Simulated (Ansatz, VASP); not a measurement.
## MoS2 in VASP and in Ansatz

```xyz
3
Lattice="3.1846 0.0000 0.0000 -1.5923 2.7579 0.0000 0.0000 0.0000 17.3346" Properties=species:S:1:pos:R:3 pbc="T T T"
Mo    0.0000    0.0000    0.0000
S     0.0000    1.8386    1.5628
S     0.0000    1.8386   15.7718
```

Alike in both runs: functional PBE; k mesh 12 × 12 × 2; occupations gaussian, width 0.02 eV; no spin polarisation.

Ansatz relaxed the structure, and its values are those at the end. VASP's run is a single point on that final structure, the one shown.

```csv
,VASP,Ansatz
version,VASP 6.6.1,Ansatz 0.2.0
potentials or method,"VASP PAW PBE potentials, release 64 (Mo_sv, S), cutoff 520 eV","scalar-relativistic, plane waves, PAW"
valence electrons in the cell,26,26
```

```csv
,VASP,Ansatz,Ansatz less VASP
gap on the k mesh at the Fermi level (eV),1.67,1.66,-0.012
least direct gap on the mesh (eV),1.68,1.68,-0.004
rms of the force components (eV/Å),0.006,0.001,-0.0054
```
